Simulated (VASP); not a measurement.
Wanted: the native input for a VASP 6.6.1 run.

| Property | Result |
| --- | --- |
| Task | single point |
| Functional | PBE |
| Potentials or basis | VASP PAW PBE potentials, release 64 (Ta_pv, N) |
| Cutoff | 520 eV |
| k mesh | 4 × 4 × 4 |
| Occupations | gaussian, width 0.1 eV |
| Spin | no spin polarisation |
| Dipole correction | no |
| Further INCAR settings | ALGO = Normal; EDIFF = 1e-07; NBANDS = 50 |

The structure of Ta2N lies in POSCAR:

```
Ta2N
1.0
    5.3145102829     -0.0442474828      0.0165822076
   -2.6955745856      4.5236704230     -0.0419614554
    0.0154633129     -0.0362557768      4.8385803305
Ta N
6 3
Direct
    0.6500071465      0.6616505498      0.7600794011
   -0.0017459683      0.3337727907      0.7507598047
    0.3407451904      0.0070096000      0.7591192398
    0.3334774645      0.3410334462      0.2659025940
    0.0016737383      0.6693376130      0.2509103768
    0.6705846843     -0.0006482113      0.2551245017
    0.6711933668      0.3355361584      0.5123251968
    0.3221353273      0.6578747824      0.4950735694
    0.0074634084      0.0066443365     -0.0064780902
```

The input as run:

INCAR

```
SYSTEM = Ta2N
ALGO = Normal
EDIFF = 1E-7
ENCUT = 520
GGA = PE
ISIF = 2
ISMEAR = 0
LASPH = .TRUE.
LCHARG = .FALSE.
LREAL = .FALSE.
LWAVE = .FALSE.
NBANDS = 50
NELM = 80
PREC = Accurate
SIGMA = 0.1
```

KPOINTS

```
k-points
0
G
  4 4 4
  0 0 0
```

Potentials or basis: VASP PAW PBE potentials, release 64 (Ta_pv, N).

Command:

```console
$ cat potpaw_PBE.64/Ta_pv/POTCAR potpaw_PBE.64/N/POTCAR > POTCAR
$ mpirun -np 1 vasp_std > vasp.out
```

Results of the run:

```json
{
 "Pressure": "16.3 GPa",
 "Largest force": "2.830 eV/Å",
 "Band gap on the k mesh": "zero (an odd number of electrons rules out a gap without spin polarisation)"
}
```

Caveat: the stress differs along the axes, from 11 to 19 GPa; spin-orbit coupling is left out, which moves the levels of the heavy elements; forces of over 1 eV/Å act on the atoms, so gaps and moduli don't describe the material at rest.

It took 5.9 min on 1 thread of Intel(R) Xeon(R) Platinum 8488C (Sapphire Rapids), with other jobs on the host, peak memory 0.32 GiB.
